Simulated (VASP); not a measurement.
**BaF2: single point with PBE**

The system is BaF2.

```
Ba F
1.0
     0.00000    3.12301    3.12301
     3.12301    0.00000    3.12301
     3.12301    3.12301    0.00000
Ba F
1 2
Cartesian
  0.0000 0.0000 0.0000
  1.5615 1.5615 1.5615
  4.6845 4.6845 4.6845
```

```
Program                : VASP 6.6.1
Task                   : single point
Functional             : PBE
Potentials or basis    : VASP PAW PBE potentials, release 64 (Ba_sv, F)
Cutoff                 : 600 eV
k mesh                 : 7 × 7 × 7
Occupations            : fermi-dirac, width 0.02 eV
Spin                   : non-collinear spin, zero start, spin-orbit coupling
Starting moments       : [[0.0, 0.0, 0.0], [0.0, 0.0, 0.0], [0.0, 0.0, 0.0]] μB
Dipole correction      : no
Further INCAR settings : ALGO = Normal; EDIFF = 1e-06; NBANDS = 37
```

* Pressure: 0.9 GPa
* Net moment: 0.00 μB per cell
* Valence electrons inside the program's atomic spheres: Ba 7.86; F 6.09

Moments on the atoms (μB; x, y, z):
```
Ba  0.00 0.00 0.00
F   0.00 0.00 0.00
F   0.00 0.00 0.00
```

It took 3.8 min on 1 thread of Oxide Virtual Turin-like Processor (shared host), peak memory 0.38 GiB.
